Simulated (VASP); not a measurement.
# Li3H2 (Pmm2) in VASP: further runs, part 2 of 2

VASP 6.6.1. Earlier steps stand in the parts before.

## (3) Relaxation of cell and atoms, PBE

This run uses another cell than the first one, of 10.53 Å³/atom.

File INCAR:

```
SYSTEM = Li3H2
  PREC = Accurate
  ENCUT = 600
  EDIFF = 1E-7
  ISMEAR = 0
  SIGMA = 0.1
  LREAL = .False.
  LASPH = .True.
  NELM = 80
  ALGO = Normal
  ISIF = 3
  LWAVE = .False.
  LCHARG = .False.
  GGA = PE
  IBRION = 2
  NSW = 100
  EDIFFG = -0.01
```

File KPOINTS:

```
Automatic mesh
0
Gamma
  12 12 4
  0 0 0
```

File POSCAR:

```
Li3H2
1.0
    2.5258122009      0.0000000000      0.0000000000
    0.0000000000      2.7864153361      0.0000000000
    0.0000000000      0.0000000000      7.4779474245
Li H
3 2
Direct
    0.0000000000      0.5000000000      0.3103271423
    0.0000000000      0.5000000000      0.9273146283
    0.0000000000      0.0000000000      0.6110277772
    0.5000000000      0.0000000000      0.8235418726
    0.5000000000      0.5000000000      0.4997885896
```

Potentials or basis: VASP PAW PBE potentials, release 64 (Li_sv, H).

Launch:

```console
$ cat potpaw_PBE.64/Li_sv/POTCAR potpaw_PBE.64/H/POTCAR > POTCAR
$ mpirun -np 1 vasp_std > vasp.out
```

OUTCAR:

```text
SYSTEM = Li3H2
   PREC = Accurate
   ENCUT = 600
   EDIFF = 1E-7
   ISMEAR = 0
   LREAL = .False.
   LASPH = .True.
   NELM = 80
   ISIF = 3
   GGA = PE
   IBRION = 2
   NSW = 100
   EDIFFG = -0.01

 ion  position               nearest neighbor table
   1  0.000  0.500  0.310-
   2  0.000  0.500  0.927-
   3  0.000  0.000  0.611-
   4  0.500  0.000  0.824-
   5  0.500  0.500  0.500-

  LATTYP: Found a simple orthorhombic cell.
 ALAT       =     2.5258122009
 B/A-ratio  =     1.1031759745
 C/A-ratio  =     2.9606110153

  Lattice vectors:

 A1 = (   2.5258122009,   0.0000000000,   0.0000000000)
 A2 = (   0.0000000000,   2.7864153361,   0.0000000000)
 A3 = (   0.0000000000,   0.0000000000,   7.4779474245)

Analysis of symmetry for initial positions (statically):
=====================================================================
 Subroutine PRICEL returns:
 Original cell was already a primitive cell.

 Routine SETGRP: Setting up the symmetry group for a
 simple orthorhombic supercell.

 Subroutine GETGRP returns: Found  4 space group operations
 (whereof  4 operations were pure point group operations)
 out of a pool of  8 trial point group operations.

The static configuration has the point symmetry C_2v.

Analysis of symmetry for dynamics (positions and initial velocities):
=====================================================================
 Subroutine PRICEL returns:
 Original cell was already a primitive cell.

 Routine SETGRP: Setting up the symmetry group for a
 simple orthorhombic supercell.

 Subroutine GETGRP returns: Found  4 space group operations
 (whereof  4 operations were pure point group operations)
 out of a pool of  8 trial point group operations.

The dynamic configuration has the point symmetry C_2v.

 Subroutine INISYM returns: Found  4 space group operations
 (whereof  4 operations are pure point group operations),
 and found     1 'primitive' translations

----------------------------------------------------------------------------------------

                                     Primitive cell

  volume of cell :      52.6295

  direct lattice vectors                    reciprocal lattice vectors
     2.525812201  0.000000000  0.000000000     0.395912253  0.000000000  0.000000000
     0.000000000  2.786415336  0.000000000     0.000000000  0.358884043  0.000000000
     0.000000000  0.000000000  7.477947424     0.000000000  0.000000000  0.133726535

  length of vectors
     2.525812201  2.786415336  7.477947424     0.395912253  0.358884043  0.133726535

  position of ions in fractional coordinates (direct lattice)
     0.000000000  0.500000000  0.310327142
[... 118 lines left out ...]
  energy-cutoff  :      600.00
  volume of cell :       52.63
 maximum number of plane-waves:      1780
   NGX = 11   NGY = 11   NGZ = 29

--------------------------------------- Ionic step        1  -------------------------------------------

 number of electron      11.0000019 magnetization

 Free energy of the ion-electron system (eV)
  ---------------------------------------------------
  ext. energy  EPLUGINS =         0.00000000
  ---------------------------------------------------
  free energy    TOTEN  =       -13.54840821 eV

  energy without entropy =      -13.54460969  energy(sigma->0) =      -13.54650895

------------------------ aborting loop because EDIFF is reached ----------------------------------------

  FORCE on cell =-STRESS in cart. coord.  units (eV):
  Direction    XX          YY          ZZ          XY          YZ          ZX
  --------------------------------------------------------------------------------------
  -------------------------------------------------------------------------------------
  Total        0.0152878     -0.0556117     -0.0312483      0.0000000      0.0000000      0.0000000
  in kB        0.4653999     -1.6929637     -0.9512795      0.0000000      0.0000000      0.0000000
  external PRESSURE =      -0.7262811 kB  Pullay stress =       0.0000000 kB

 VOLUME and BASIS-vectors are now :
 -----------------------------------------------------------------------------
  energy-cutoff  :      600.00
  volume of cell :       52.63
      direct lattice vectors                 reciprocal lattice vectors
     2.525812201  0.000000000  0.000000000     0.395912253  0.000000000  0.000000000
     0.000000000  2.786415336  0.000000000     0.000000000  0.358884043  0.000000000
     0.000000000  0.000000000  7.477947424     0.000000000  0.000000000  0.133726535

 POSITION                                       TOTAL-FORCE (eV/Angst)
 -----------------------------------------------------------------------------------
      0.00000      1.39321      2.32061         0.000000      0.000000      0.007978
      0.00000      1.39321      6.93441         0.000000      0.000000      0.004985
      0.00000      0.00000      4.56923         0.000000      0.000000     -0.011155
      1.26291      0.00000      6.15840         0.000000      0.000000      0.003280
      1.26291      1.39321      3.73739         0.000000      0.000000     -0.005089
 -----------------------------------------------------------------------------------
    total drift:                               -0.000000      0.000000     -0.000840

  FREE ENERGIE OF THE ION-ELECTRON SYSTEM (eV)
  ---------------------------------------------------
  free  energy   TOTEN  =       -13.5484082069 eV

  energy  without entropy=      -13.5446096875  energy(sigma->0) =      -13.54650895

--------------------------------------- Ionic step        2  -------------------------------------------

 number of electron      11.0000019 magnetization

 Free energy of the ion-electron system (eV)
  ---------------------------------------------------
  ext. energy  EPLUGINS =         0.00000000
  ---------------------------------------------------
  free energy    TOTEN  =       -13.54845258 eV

  energy without entropy =      -13.54464718  energy(sigma->0) =      -13.54654988

 E-fermi :   1.7543     XC(G=0):  -7.9352

 val. band max:        1.7353665768   @ k =   0.2500   0.2500   0.2500
 cond. band min:       1.7590026078   @ k =   0.3333   0.0000   0.2500
 fundamental gap:      0.0236360310
 Fermi energy:         1.7542793381

 k-point     1 :       0.0000    0.0000    0.0000
  band No.  band energies     occupation
      1     -45.1591      2.00000
      2     -45.1294      2.00000
      3     -44.8823      2.00000
      4      -5.5296      2.00000
      5      -4.2183      2.00000
      6      -0.6198      2.00000
      7       5.5138      0.00000
      8       5.7577      0.00000
      9      11.2952      0.00000
[... 265 lines left out ...]
 k-point    24 :       0.1667    0.2500    0.0000
  band No.  band energies     occupation
      1     -45.1364      2.00000
      2     -45.1108      2.00000
      3     -44.8627      2.00000
      4      -4.3518      2.00000
      5      -3.0782      2.00000
      6       0.8147      2.00000
      7       4.8611      0.00000
      8       5.9808      0.00000
      9       8.2721      0.00000

 [... further k-points ...]
[... 5 lines left out ...]
  --------------------------------------------------------------------------------------
  -------------------------------------------------------------------------------------
  Total        0.0043521     -0.0382479     -0.0198564      0.0000000      0.0000000      0.0000000
  in kB        0.1325821     -1.1651700     -0.6048974      0.0000000      0.0000000      0.0000000
  external PRESSURE =      -0.5458284 kB  Pullay stress =       0.0000000 kB

 VOLUME and BASIS-vectors are now :
 -----------------------------------------------------------------------------
  energy-cutoff  :      600.00
  volume of cell :       52.59
      direct lattice vectors                 reciprocal lattice vectors
     2.526184770  0.000000000  0.000000000     0.395853863  0.000000000  0.000000000
     0.000000000  2.784920225  0.000000000     0.000000000  0.359076713  0.000000000
     0.000000000  0.000000000  7.475692820     0.000000000  0.000000000  0.133766866

 POSITION                                       TOTAL-FORCE (eV/Angst)
 -----------------------------------------------------------------------------------
      0.00000      1.39246      2.32030         0.000000      0.000000      0.004271
      0.00000      1.39246      6.93256         0.000000      0.000000      0.005267
      0.00000      0.00000      4.56732         0.000000      0.000000     -0.007917
      1.26309      0.00000      6.15670         0.000000      0.000000      0.002843
      1.26309      1.39246      3.73602         0.000000      0.000000     -0.004464
 -----------------------------------------------------------------------------------
    total drift:                               -0.000000      0.000000     -0.000707

  FREE ENERGIE OF THE ION-ELECTRON SYSTEM (eV)
  ---------------------------------------------------
  free  energy   TOTEN  =       -13.5484525850 eV

  energy  without entropy=      -13.5446471808  energy(sigma->0) =      -13.54654988

 reached required accuracy - stopping structural energy minimisation
```

OSZICAR:

```text
N       E                     dE             d eps       ncg     rms          rms(c)
DAV:   1     0.232643358120E+02    0.23264E+02   -0.59781E+03  2646   0.129E+03
DAV:   2    -0.748432267239E+01   -0.30749E+02   -0.30057E+02  3072   0.178E+02
[... 13 lines left out ...]
       N       E                     dE             d eps       ncg     rms          rms(c)
DAV:   1    -0.135484503446E+02   -0.42173E-04   -0.27912E-03  2685   0.673E-01    0.259E-02
DAV:   2    -0.135484539970E+02   -0.36524E-05   -0.56973E-05  3946   0.818E-02    0.185E-02
DAV:   3    -0.135484528014E+02    0.11956E-05   -0.54403E-06  4651   0.194E-02    0.379E-03
DAV:   4    -0.135484526858E+02    0.11559E-06   -0.43036E-07  3290   0.801E-03    0.775E-04
DAV:   5    -0.135484525840E+02    0.10180E-06   -0.53276E-08  1730   0.250E-03    0.773E-05
DAV:   6    -0.135484525850E+02   -0.99942E-09   -0.16646E-08  1482   0.147E-03
   2 F= -.13548453E+02 E0= -.13546550E+02  d E =-.443781E-04
```

Run time: 2.2 min. Hardware: 1 thread of Intel Xeon 8259CL, shared host; peak memory 0.22 GiB.

What came out:

```
Free energy                           : -13.5485 eV
Relaxed volume                        : 10.52 Å³/atom
Relaxed cell                          : a = 2.526 Å, b = 2.785 Å, c = 7.476 Å, α = 90.00°, β = 90.00°, γ = 90.00°
Space group after relaxing (to 0.1 Å) : Pmm2 (No. 25)
Energy gained by relaxing             : 0.0 meV/atom
Ionic steps                           : 2
Pressure after relaxing               : -0.1 GPa
Largest force after relaxing          : 0.008 eV/Å
Band gap on the k mesh                : zero (an odd number of electrons rules out a gap without spin polarisation)
```

Forces in eV/Å, atoms in the order of the input:
```
Li   0.000  0.000  0.004
Li   0.000  0.000  0.005
Li   0.000  0.000 -0.008
H    0.000  0.000  0.003
H    0.000  0.000 -0.004
```

Stress tensor (GPa, compression positive):
```
 0.01  0.00  0.00
 0.00 -0.12  0.00
 0.00  0.00 -0.06
```

Final structure:
```yaml
crystal:
  lattice:
    - [2.52618, 0.00000, 0.00000]
    - [0.00000, 2.78492, 0.00000]
    - [0.00000, 0.00000, 7.47569]
  atoms:
    - { symbol: Li, position: [0.00000, 0.50000, 0.31038] }
    - { symbol: Li, position: [0.00000, 0.50000, 0.92735] }
    - { symbol: Li, position: [0.00000, 0.00000, 0.61096] }
    - { symbol: H, position: [0.50000, 0.00000, 0.82356] }
    - { symbol: H, position: [0.50000, 0.50000, 0.49976] }
```

Caveat: the cutoff is under 1.25 times the usual one of these potentials, so pressure, stress and relaxed cells hold a basis-set (Pulay) error.
